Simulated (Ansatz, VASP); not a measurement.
NaCl: VASP beside Ansatz

The input INCAR:

```
SYSTEM = NaCl
PREC = Accurate ; ENCUT = 500
EDIFF = 1E-6 ; ISMEAR = 0
SIGMA = 0.1 ; LREAL = .False.
LASPH = .True. ; NELM = 120
ALGO = Normal ; ISIF = 2
LWAVE = .False. ; LCHARG = .False.
GGA = PE ; NBANDS = 14
GGA_COMPAT = .False.
```

File KPOINTS:

```
regular mesh
0
Gamma
  4 4 4
  0 0 0
```

The input POSCAR:

```
NaCl
1.0
    3.6042524550      0.0000000000      0.0000000000
    0.0000000000      3.6042524550      0.0000000000
    0.0000000000      0.0000000000      3.6042524550
Na Cl
1 1
Direct
    0.0000000000      0.0000000000      0.0000000000
    0.5000000000      0.5000000000      0.5000000000
```

Input for Ansatz:

```yaml
crystal:
  lattice:
    - [3.604252455, 0.0, 0.0]
    - [0.0, 3.604252455, 0.0]
    - [0.0, 0.0, 3.604252455]
  atoms:
    - { symbol: Na, position: [0.0, 0.0, 0.0] }
    - { symbol: Cl, position: [0.5, 0.5, 0.5] }
basis:
  ecutwfc: 420
kpoints:
  mp_grid: { grid: [4, 4, 4] }
hamiltonian:
  xc: pbe
scf:
  occupations: { method: gaussian, width: 0.1 }
  n_extra_bands: 12
output:
  forces: true
  stress: true
  eigenvalues: true
```

Alike in both runs: task single point; functional PBE; k mesh 4 × 4 × 4; occupations gaussian, width 0.1 eV; no spin polarisation.

```csv
,VASP,Ansatz
version,VASP 6.6.1,Ansatz 0.2.0
potentials or method,"VASP PAW PBE potentials, release 64 (Na_pv, Cl), cutoff 500 eV","scalar-relativistic, plane waves, PAW"
valence electrons in the cell,14,16
```

|  | VASP | Ansatz | Ansatz less VASP |
| --- | --- | --- | --- |
| gap on the k mesh at the Fermi level (eV) | 3.71 | 3.71 | 0.000 |
| least direct gap on the mesh (eV) | 4.13 | 4.13 | 0.000 |
| pressure (GPa) | -1.7 | -1.7 | +0.07 |

VASP's potentials hold 14 valence electrons a cell and Ansatz's 16, so a difference there can come from the potentials and not from the codes.

The k mesh is coarse, so the values compare programs but aren't converged.
